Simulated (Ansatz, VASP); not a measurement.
## One calculation of Ga, two programs

POSCAR

```
Ga
1.0
    2.2318501700     -3.7932285796      0.0000000000
    2.2318501700      3.7932285796      0.0000000000
    0.0000000000      0.0000000000      4.5346411306
Ga
4
Direct
    0.8442341977      0.1557658023      0.0855794111
    0.6557658023      0.3442341977      0.5855794111
    0.1557658023      0.8442341977      0.9144205889
    0.3442341977      0.6557658023      0.4144205889
```

INCAR.step1

```
SYSTEM = Ga
  ALGO = Normal
  EDIFF = 1E-4
  ENCUT = 520
  GGA = PE
  ISMEAR = -1
  LASPH = .True.
  LCHARG = .False.
  LREAL = .False.
  LWAVE = .True.
  NBANDS = 34
  NELM = 60
  PREC = Accurate
  SIGMA = 0.03
```

File INCAR.step2:

```
SYSTEM = Ga
  ALGO = Normal
  EDIFF = 1E-6
  ENCUT = 520
  ISIF = 2
  ISMEAR = -1
  ISTART = 1
  LASPH = .True.
  LCHARG = .True.
  LELF = .True.
  LMIXTAU = .True.
  LREAL = .False.
  LVHAR = .True.
  LWAVE = .False.
  METAGGA = R2SCAN
  NBANDS = 34
  NELM = 60
  PREC = Accurate
  SIGMA = 0.03
```

KPOINTS

```
k-points
0
Gamma
  8 8 7
  0 0 0
```

Input for Ansatz:

```yaml
crystal:
  lattice:
    - [2.23185017, -3.7932285796, 0.0]
    - [2.23185017, 3.7932285796, 0.0]
    - [0.0, 0.0, 4.5346411306]
  atoms:
    - { symbol: Ga, position: [0.8442341977, 0.1557658023, 0.0855794111] }
    - { symbol: Ga, position: [0.6557658023, 0.3442341977, 0.5855794111] }
    - { symbol: Ga, position: [0.1557658023, 0.8442341977, 0.9144205889] }
    - { symbol: Ga, position: [0.3442341977, 0.6557658023, 0.4144205889] }
hamiltonian:
  xc: r2scan
  pseudopotentials:
    kind: paw
    azcp:
      Ga: "pseudopotentials/Ga.paw.azcp"
basis:
  ecutwfc: 500
  fft_grid_basis: typed
kpoints:
  mp_grid: { grid: [8, 8, 7], shift: [0, 0, 0] }
magnetization:
  spin_polarized: false
scf:
  occupations: { method: fermi_dirac, width: 0.03 }
  lower_state_search: "off"
output:
  stress: true
```

Alike in both runs: task single point; functional r2SCAN; k mesh 8 × 8 × 7; occupations fermi-dirac, width 0.03 eV; no spin polarisation.

```csv
,VASP,Ansatz
version,VASP 6.6.1,Ansatz 0.2.0
potentials or method,"VASP PAW PBE potentials, release 64 (Ga_d), cutoff 520 eV","plane waves (500 eV) with PAW, scalar-relativistic"
valence electrons in the cell,52,52
```

Ansatz gave:

```
pressure (GPa)                                                : 0.0
traceless stress, the component that is largest in VASP (GPa) : 0.11
```

**Question.** What did VASP give for the same quantities?

**Answer.** Pressure (GPa): 0.1; traceless stress, the component that is largest in VASP (GPa): 0.05.

VASP's potentials were made for PBE, not for r2SCAN. The functional is the same, so the differences come from potentials, cutoffs and numerics.
